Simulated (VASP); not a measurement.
A run of VASP 6.6.1 is set up as follows.

The input INCAR:

```
SYSTEM = As
ALGO = Normal ; DIPOL = 0.5 0.5 0.500
EDIFF = 1E-6 ; ENCUT = 520
GGA = PE ; IDIPOL = 3
ISIF = 2 ; ISMEAR = 0
LASPH = .TRUE. ; LCHARG = .FALSE.
LDIPOL = .TRUE. ; LREAL = .FALSE.
LWAVE = .FALSE. ; NBANDS = 12
NELM = 60 ; PREC = Accurate
SIGMA = 0.02
```

File KPOINTS:

```
k-points
0
G
  9 9 1
  0 0 0
```

The input POSCAR:

```
As
1.0
    3.4970000000      0.0000000000      0.0000000000
   -1.7485000000      3.0284908370      0.0000000000
    0.0000000000      0.0000000000     28.0000000000
As
2
Direct
    0.3333333333      0.6666666667      0.5372500000
    0.6666666667      0.3333333333      0.4627500000
```

Potentials or basis: VASP PAW PBE potentials, release 64 (As).

Command:

```sh
$ cat potpaw_PBE.64/As/POTCAR > POTCAR
$ mpirun -np 1 vasp_std > vasp.out
```

(1) Predict the band gap on the k mesh.

(2) What does it give for the largest force?

Results:

(1) zero (bands 5 and 6 overlap by 1.91 eV).

(2) 2.920 eV/Å.
